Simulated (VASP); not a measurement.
A run of VASP 6.6.1 is set up as follows.

The input INCAR:

```
SYSTEM = TiAl3
ALGO     = Fast           ! electronic algorithm
EDIFF    = 1E-7           ! SCF threshold, eV
ENCUT    = 520            ! plane-wave cutoff, eV
GGA      = PE             ! functional
ISIF     = 2              ! what is computed and relaxed
ISMEAR   = 0              ! smearing method
LASPH    = .True.         ! aspherical terms in the spheres
LCHARG   = .False.        ! write CHGCAR
LREAL    = .False.        ! projectors in reciprocal space
LWAVE    = .False.        ! write WAVECAR
NBANDS   = 18             ! bands
NELM     = 80             ! most SCF steps
PREC     = Accurate       ! precision mode
SIGMA    = 0.1            ! smearing width, eV
```

KPOINTS

```
k-points
0
Gamma
  12 8 8
  0 0 0
```

Contents of POSCAR:

```
TiAl3
1.0
    2.8022216057      0.0000000000      0.0000000000
    0.0000000000      4.7118286099      0.0000000000
    0.0000000000      0.0000000000      4.9336847853
Ti Al
1 3
Direct
    0.0000000000      0.5000000000      0.3294996573
    0.0000000000      0.0000000000      0.0061744911
    0.5000000000      0.0000000000      0.5000042574
    0.5000000000      0.5000000000      0.8309865742
```

Potentials or basis: VASP PAW PBE potentials, release 64 (Ti_sv, Al).

Command:

```bash
$ cat potpaw_PBE.64/Ti_sv/POTCAR potpaw_PBE.64/Al/POTCAR > POTCAR
$ mpirun -np 1 vasp_std > vasp.out
```

Task: Estimate the pressure.

Result: -0.1 GPa.
